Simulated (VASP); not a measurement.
# Na (P6_3/mmc) in VASP: single point with r2SCAN

Aim: the single point of Na with r2SCAN.

Everything below comes from runs of VASP 6.6.1. Logs are shortened: lines on timing, memory, paths and dates and some standing lists are left out, and cuts for length are marked.

## Step 1: The cell of the first run

It takes space group P6_3/mmc (No. 194, hexagonal). The conventional cell has a = 3.765 Å, b = 3.765 Å, c = 6.160 Å, α = 90.00°, β = 90.00°, γ = 120.00°. Within 4.9 Å of Na (site symmetry -6m2) lie 12 Na at 3.76 to 3.77 Å.

This isn't the form of Na at room conditions, which is bcc.

## Step 2: Single point, r2SCAN

POSCAR reads:

```
Na
1.0
    3.7646901374      0.0000000000      0.0000000000
   -1.8823450687      3.2603172964      0.0000000000
    0.0000000000      0.0000000000      6.1599097404
Na
2
Direct
    0.3333333333      0.6666666667      0.2500000000
    0.6666666667      0.3333333333      0.7500000000
```

INCAR.step1 reads:

```
SYSTEM = Na
PREC = Accurate ; ENCUT = 520
ISMEAR = 0 ; SIGMA = 0.1
LREAL = .False. ; LASPH = .True.
NELM = 100 ; NBANDS = 14
GGA = PE ; ALGO = Normal
EDIFF = 1E-4 ; LWAVE = .True.
LCHARG = .False.
```

INCAR.step2 reads:

```
SYSTEM = Na
PREC = Accurate ; ENCUT = 520
EDIFF = 1E-7 ; ISMEAR = 0
SIGMA = 0.1 ; LREAL = .False.
LASPH = .True. ; NELM = 100
ALGO = Normal ; ISIF = 2
LWAVE = .False. ; LCHARG = .True.
METAGGA = R2SCAN ; LMIXTAU = .True.
LELF = .True. ; LVHAR = .True.
NBANDS = 14 ; ISTART = 1
```

KPOINTS reads:

```
regular mesh
0
Gamma
  15 15 8
  0 0 0
```

Potentials or basis: VASP PAW PBE potentials, release 64 (Na_pv).

The run is started by

```bash
cat potpaw_PBE.64/Na_pv/POTCAR > POTCAR
cp INCAR.step1 INCAR
mpirun -np 1 vasp_std > vasp.out
cp INCAR.step2 INCAR
mpirun -np 1 vasp_std > vasp.out
```

OUTCAR:

```text
SYSTEM = Na
   PREC = Accurate
   ENCUT = 520
   EDIFF = 1E-7
   ISMEAR = 0
   LREAL = .False.
   LASPH = .True.
   NELM = 100
   ISIF = 2
   METAGGA = R2SCAN
   ISTART = 1

 ion  position               nearest neighbor table
   1  0.333  0.667  0.250-
   2  0.667  0.333  0.750-

  LATTYP: Found a hexagonal cell.
 ALAT       =     3.7646901374
 C/A-ratio  =     1.6362328679

  Lattice vectors:

 A1 = (   3.7646901374,   0.0000000000,   0.0000000000)
 A2 = (  -1.8823450687,   3.2603172964,   0.0000000000)
 A3 = (   0.0000000000,   0.0000000000,   6.1599097404)

Analysis of symmetry for initial positions (statically):
=====================================================================
 Subroutine PRICEL returns:
 Original cell was already a primitive cell.

 Routine SETGRP: Setting up the symmetry group for a
 hexagonal supercell.

 Subroutine GETGRP returns: Found 24 space group operations
 (whereof 12 operations were pure point group operations)
 out of a pool of 24 trial point group operations.

The static configuration has the point symmetry D_3d.
 The point group associated with its full space group is D_6h.

Analysis of symmetry for dynamics (positions and initial velocities):
=====================================================================
 Subroutine PRICEL returns:
 Original cell was already a primitive cell.

 Routine SETGRP: Setting up the symmetry group for a
 hexagonal supercell.

 Subroutine GETGRP returns: Found 24 space group operations
 (whereof 12 operations were pure point group operations)
 out of a pool of 24 trial point group operations.

The dynamic configuration has the point symmetry D_3d.
 The point group associated with its full space group is D_6h.

 Subroutine INISYM returns: Found 24 space group operations
 (whereof 12 operations are pure point group operations),
 and found     1 'primitive' translations

----------------------------------------------------------------------------------------

                                     Primitive cell

  volume of cell :      75.6073

  direct lattice vectors                    reciprocal lattice vectors
     3.764690137  0.000000000  0.000000000     0.265626111  0.153359307  0.000000000
    -1.882345069  3.260317296  0.000000000     0.000000000  0.306718613  0.000000000
     0.000000000  0.000000000  6.159909740     0.000000000  0.000000000  0.162340041

  length of vectors
     3.764690137  3.764690137  6.159909740     0.306718613  0.306718613  0.162340041

  position of ions in fractional coordinates (direct lattice)
     0.333333333  0.666666667  0.250000000
     0.666666667  0.333333333  0.750000000

  ion indices of the primitive-cell ions
   primitive index   ion index
                 1           1
                 2           2

----------------------------------------------------------------------------------------

 KPOINTS: regular mesh

Automatic generation of k-mesh.
 Grid dimensions read from file:
 generate k-points for:   15   15    8

 Generating k-lattice:

  Cartesian coordinates                     Fractional coordinates (reciprocal lattice)
     0.017708407  0.010223954  0.000000000     0.066666667  0.000000000  0.000000000
     0.000000000  0.020447908  0.000000000     0.000000000  0.066666667  0.000000000
     0.000000000  0.000000000  0.020292505     0.000000000  0.000000000  0.125000000

  Length of vectors
     0.020447908  0.020447908  0.020292505

  Shift w.r.t. Gamma in fractional coordinates (k-lattice)
     0.000000000  0.000000000  0.000000000

 Subroutine IBZKPT returns following result:
 ===========================================

 Found    135 irreducible k-points:

 Following reciprocal coordinates:
            Coordinates               Weight
  0.000000  0.000000  0.000000      1.000000
  0.066667 -0.000000  0.000000      6.000000
  0.133333 -0.000000  0.000000      6.000000
  0.200000 -0.000000  0.000000      6.000000
  0.266667 -0.000000  0.000000      6.000000
  0.333333 -0.000000  0.000000      6.000000
[... 16 lines left out ...]
  0.333333  0.200000  0.000000     12.000000
  0.400000  0.200000  0.000000      6.000000
 [... further k-points ...]
   k-points           NKPTS =    135   k-points in BZ     NKDIM =    135   number of bands    NBANDS=     14
   number of dos      NEDOS =    301   number of ions     NIONS =      2
   total plane-waves  NPLWV =  37632
   dimension x,y,z NGX =    28 NGY =   28 NGZ =   48
   dimension x,y,z NGXF=    56 NGYF=   56 NGZF=   96
   ions per type =               2
   NGX,Y,Z   is equivalent  to a cutoff of  12.36, 12.36, 12.95 a.u.
   NGXF,Y,Z  is equivalent  to a cutoff of  24.73, 24.73, 25.91 a.u.
 SYSTEM =  Na
   PREC   = accura    normal or accurate (medium, high low for compatibility)
   ISTART =      1    job   : 0-new  1-cont  2-samecut
   ICHARG =      0    charge: 1-file 2-atom 10-const
   ISPIN  =      1    spin polarized calculation?
   LNONCOLLINEAR =      F non collinear calculations
   LSORBIT =      F    spin-orbit coupling
   LASPH  =      T    aspherical Exc in radial PAW
   ENCUT  =  520.0 eV  38.22 Ry    6.18 a.u.   7.00  7.00 11.45*2*pi/ulx,y,z
   NELM   =    100;   NELMIN=  2; NELMDL=  0     # of ELM steps
   EDIFF  = 0.1E-06   stopping-criterion for ELM
   LREAL  =      F    real-space projection
   EDIFFG = 0.1E-05   stopping-criterion for IOM
   NSW    =      0    number of steps for IOM
   IBRION =     -1    ionic relax: 0-MD 1-quasi-New 2-CG
   NFREE  =      0    steps in history (QN), initial steepest desc. (CG)
   ISIF   =      2    stress and relaxation
   ISYM   =      2    0-nonsym 1-usesym 2-fastsym
   POTIM  = 0.5000    time-step for ionic-motion
   TEBEG  =    0.0;   TEEND  =   0.0 temperature during run
   PSTRESS=    0.0 pullay stress
   NELECT =      14.0000    total number of electrons
   NUPDOWN=      -1.0000    fix difference up-down
   EMIN   =  10.00;   EMAX   =-10.00  energy-range for DOS
   EFERMI =   0.00;   METHOD = LEGACY
   ISMEAR =     0;   SIGMA  =   0.10  broadening in eV -4-tet -1-fermi 0-gaus
   EFERMI_NEDOS =   21; number of points for ismear=-14 and -15
   IALGO  =     38    algorithm
   IMIX   =      4    mixing-type and parameters
     AMIX     =   0.40;   BMIX     =  1.00
     AMIX_MAG =   1.60;   BMIX_MAG =  1.00
  volume/ion in A,a.u.               =      37.80       255.11
  Fermi-wavevector in a.u.,A,eV,Ry     =   0.933103  1.763309 11.846343  0.870682
  Thomas-Fermi vector in A             =   2.059770
   LORBIT       =      0    0 simple, 1 ext, 2 COOP (PROOUT), +10 PAW based schemes
   METAGGA = R2SCAN    functional components
   LHFCALC =     F    Hartree Fock is set to
   AEXX    =    0.0000 exact exchange contribution
   IVDW    =     0    specifies the selected vdW correction
   LEPSILON=     F    determine dielectric tensor
   LRPA    =     F    only Hartree local field effects (RPA)
 non-spin polarized calculation
 Gauss-broadening in eV      SIGMA  =   0.10
  energy-cutoff  :      520.00
  volume of cell :       75.61
 maximum number of plane-waves:      2055
 NGX is ok and might be reduce to    28
   NGX = 13   NGY = 13   NGZ = 23

 number of electron      14.0000012 magnetization

 Free energy of the ion-electron system (eV)
  ---------------------------------------------------
  ext. energy  EPLUGINS =         0.00000000
  ---------------------------------------------------
  free energy    TOTEN  =        -7.10690710 eV

  energy without entropy =       -7.10118666  energy(sigma->0) =       -7.10404688

 E-fermi :   0.3114     XC(G=0):  -6.8639

 val. band max:        0.3011659184   @ k =   0.2667  -0.0000   0.2500
 cond. band min:       0.3132581029   @ k =   0.2000   0.2000   0.3750
 fundamental gap:      0.0120921845
 Fermi energy:         0.3113639305

 k-point     1 :       0.0000    0.0000    0.0000
  band No.  band energies     occupation
      1     -25.7645      2.00000
      2     -25.7363      2.00000
      3     -25.7361      2.00000
      4     -25.7318      2.00000
      5     -25.7316      2.00000
      6     -25.7314      2.00000
      7      -3.1567      2.00000
      8       0.7796      0.00000
      9       1.4310      0.00000
     10      10.8433      0.00000
     11      10.8435      0.00000
     12      11.3177      0.00000
     13      11.3489      0.00000
     14      11.3489      0.00000

 k-point     2 :       0.0667   -0.0000    0.0000
  band No.  band energies     occupation
      1     -25.7640      2.00000
      2     -25.7373      2.00000
      3     -25.7366      2.00000
      4     -25.7328      2.00000
      5     -25.7319      2.00000
      6     -25.7316      2.00000
      7      -3.0872      2.00000
      8       0.8423      0.00000
      9       1.4969      0.00000
     10       9.5255      0.00000
     11      10.2986      0.00000
     12      10.7728      0.00000
     13      11.9536      0.00000
     14      12.0280      0.00000

 k-point     3 :       0.1333   -0.0000    0.0000
  band No.  band energies     occupation
      1     -25.7626      2.00000
      2     -25.7403      2.00000
      3     -25.7376      2.00000
      4     -25.7359      2.00000
      5     -25.7325      2.00000
      6     -25.7321      2.00000
      7      -2.8793      2.00000
      8       1.0304      0.00000
      9       1.6923      0.00000
     10       7.9304      0.00000
     11       9.6545      0.00000
     12       9.9071      0.00000
     13      11.4567      0.00000
     14      12.1493      0.00000

 k-point     4 :       0.2000   -0.0000    0.0000
  band No.  band energies     occupation
      1     -25.7604      2.00000
      2     -25.7449      2.00000
      3     -25.7405      2.00000
      4     -25.7390      2.00000
      5     -25.7333      2.00000
      6     -25.7330      2.00000
      7      -2.5346      2.00000
      8       1.3444      0.00000
      9       2.0088      0.00000
     10       6.4078      0.00000
     11       9.0442      0.00000
     12       9.1039      0.00000
     13       9.9047      0.00000
     14      11.5287      0.00000

 k-point     5 :       0.2667   -0.0000    0.0000
  band No.  band energies     occupation
      1     -25.7577      2.00000
      2     -25.7502      2.00000
      3     -25.7457      2.00000
      4     -25.7406      2.00000
      5     -25.7343      2.00000
      6     -25.7342      2.00000
      7      -2.0557      2.00000
      8       1.7847      0.00000
      9       2.4187      0.00000
     10       5.0145      0.00000
     11       8.1859      0.00000
[... 276 lines left out ...]
 k-point    22 :       0.2667    0.2000    0.0000
  band No.  band energies     occupation
      1     -25.7560      2.00000
      2     -25.7536      2.00000
      3     -25.7512      2.00000
      4     -25.7453      2.00000
      5     -25.7404      2.00000
      6     -25.7381      2.00000
      7      -0.6452      2.00000
      8       2.9743      0.00000
      9       3.1108      0.00000
     10       3.7020      0.00000
     11       4.9382      0.00000
     12       6.9232      0.00000
     13       7.8857      0.00000
     14       8.1321      0.00000

 k-point    23 :       0.3333    0.2000    0.0000
  band No.  band energies     occupation
      1     -25.7582      2.00000
      2     -25.7540      2.00000
      3     -25.7486      2.00000
      4     -25.7476      2.00000
      5     -25.7417      2.00000
      6     -25.7399      2.00000
      7       0.1406      1.98426
      8       2.0540      0.00000
      9       3.7212      0.00000
     10       3.8712      0.00000
     11       5.1172      0.00000
     12       5.7796      0.00000
     13       7.2771      0.00000
     14       7.6909      0.00000

 k-point    24 :       0.4000    0.2000    0.0000
  band No.  band energies     occupation
      1     -25.7590      2.00000
      2     -25.7540      2.00000
      3     -25.7486      2.00000
      4     -25.7474      2.00000
      5     -25.7421      2.00000
      6     -25.7408      2.00000
      7       0.9232      0.00000
      8       1.1813      0.00000
      9       3.7392      0.00000
     10       4.7290      0.00000
     11       4.7933      0.00000
     12       5.3529      0.00000
     13       6.8417      0.00000
     14       7.6265      0.00000

 [... further k-points ...]

------------------------ aborting loop because EDIFF is reached ----------------------------------------

  FORCE on cell =-STRESS in cart. coord.  units (eV):
  Direction    XX          YY          ZZ          XY          YZ          ZX
  --------------------------------------------------------------------------------------
  -------------------------------------------------------------------------------------
  Total        0.0195306      0.0195306      0.0035636      0.0000000      0.0000000      0.0000000
  in kB        0.4138689      0.4138689      0.0755155      0.0000000      0.0000000      0.0000000
  external PRESSURE =       0.3010845 kB  Pullay stress =       0.0000000 kB

 VOLUME and BASIS-vectors are now :
 -----------------------------------------------------------------------------
  energy-cutoff  :      520.00
  volume of cell :       75.61
      direct lattice vectors                 reciprocal lattice vectors
     3.764690137  0.000000000  0.000000000     0.265626111  0.153359307  0.000000000
    -1.882345069  3.260317296  0.000000000     0.000000000  0.306718613  0.000000000
     0.000000000  0.000000000  6.159909740     0.000000000  0.000000000  0.162340041

 POSITION                                       TOTAL-FORCE (eV/Angst)
 -----------------------------------------------------------------------------------
     -0.00000      2.17354      1.53998        -0.000000      0.000000      0.000000
      1.88235      1.08677      4.61993         0.000000     -0.000000     -0.000000
 -----------------------------------------------------------------------------------
    total drift:                               -0.000000      0.000000      0.000000

  FREE ENERGIE OF THE ION-ELECTRON SYSTEM (eV)
  ---------------------------------------------------
  free  energy   TOTEN  =        -7.1069070979 eV

  energy  without entropy=       -7.1011866615  energy(sigma->0) =       -7.10404688
```

It took 5.7 min on 1 thread of AMD EPYC 9R45 (Zen 5), shared host; peak memory 0.22 GiB.

Results:

| Property | Result |
| --- | --- |
| Free energy | -7.1069 eV |
| Pressure | 0.0 GPa |
| Band gap on the k mesh | zero (bands 7 and 8 overlap by 4.51 eV) |

Levels at points of the mesh, in eV from the Fermi level:
```csv
k point,band 5,band 6,band 7,band 8,band 9,band 10
"(0.00, 0.00, 0.00)",-26.04,-26.04,-3.47,0.47,1.12,10.53
"(0.00, 0.00, 0.50)",-26.05,-26.05,-2.38,-2.38,5.83,5.83
```

Caveat: the PAW data sets were made with another functional, which shifts forces and pressure a little.
